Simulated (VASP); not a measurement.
A run of VASP 6.6.1 is set up as follows.

File POSCAR:

```
MgC2
1.0
    3.9507770000      0.0000000000      0.0000000000
    0.0000000000      3.9507770000      0.0000000000
    0.0000000000      0.0000000000      4.9870890000
Mg C
2 4
Direct
    0.0000000000      0.0000000000      0.5000000000
    0.5000000000      0.5000000000      0.0000000000
    0.3876550000      0.6123450000      0.5000000000
    0.1123450000      0.1123450000      0.0000000000
    0.6123450000      0.3876550000      0.5000000000
    0.8876550000      0.8876550000      0.0000000000
```

INCAR.step1

```
SYSTEM = MgC2
  PREC = Accurate
  ENCUT = 600
  ISMEAR = -1
  SIGMA = 0.05
  LREAL = .False.
  LASPH = .True.
  NELM = 60
  GGA = PE
  ALGO = Normal
  EDIFF = 1E-4
  LWAVE = .True.
  LCHARG = .False.
```

The input INCAR.step2:

```
SYSTEM = MgC2
  PREC = Accurate
  ENCUT = 600
  EDIFF = 1E-6
  ISMEAR = -1
  SIGMA = 0.05
  LREAL = .False.
  LASPH = .True.
  NELM = 60
  ALGO = Normal
  ISIF = 3
  LWAVE = .False.
  LCHARG = .False.
  METAGGA = R2SCAN
  LMIXTAU = .True.
  IBRION = 2
  NSW = 60
  EDIFFG = -0.01
  ISTART = 1
```

The input KPOINTS:

```
Automatic mesh
0
Gamma
  5 5 5
  0 0 0
```

Potentials or basis: VASP PAW PBE potentials, release 64 (Mg, C).

Run with:

```console
$ cat potpaw_PBE.64/Mg/POTCAR potpaw_PBE.64/C/POTCAR > POTCAR
$ cp INCAR.step1 INCAR
$ mpirun -np 1 vasp_std > vasp.out
$ cp INCAR.step2 INCAR
$ mpirun -np 1 vasp_std > vasp.out
```

Problem. What does it give for the space group after relaxing (to 0.05 Å)?

Solution. P4_2/mnm (No. 136).

Problem. Estimate the band gap on the k mesh.

Solution. 2.95 eV, indirect (least direct gap 3.22 eV).

Step by step:
```tsv
step	energy change (eV)	largest force (eV/Å)	pressure (GPa)	volume (Å³)
1	0.0000	0.5623	-2.58	77.84
2	0.3202	5.9939	8.92	75.51
3	-0.0068	0.1325	-1.32	77.53
4	-0.0069	0.1576	-1.27	77.52
5	-0.0139	0.0001	-0.21	76.30
6	-0.0141	0.0315	0.01	76.08
7	-0.0145	0.1031	0.25	75.97
8	-0.0145	0.1182	0.27	75.96
9	-0.0146	0.1007	0.25	75.95
10	-0.0149	0.0523	0.18	75.92
11	-0.0150	0.0431	0.05	75.85
12	-0.0150	0.0119	0.09	75.87
13	-0.0150	0.0087	0.10	75.88
```

Caveat: the PAW data sets were made with another functional, which shifts forces and pressure a little. r2SCAN opens gaps a little over a GGA but as a rule still falls short of measured ones.
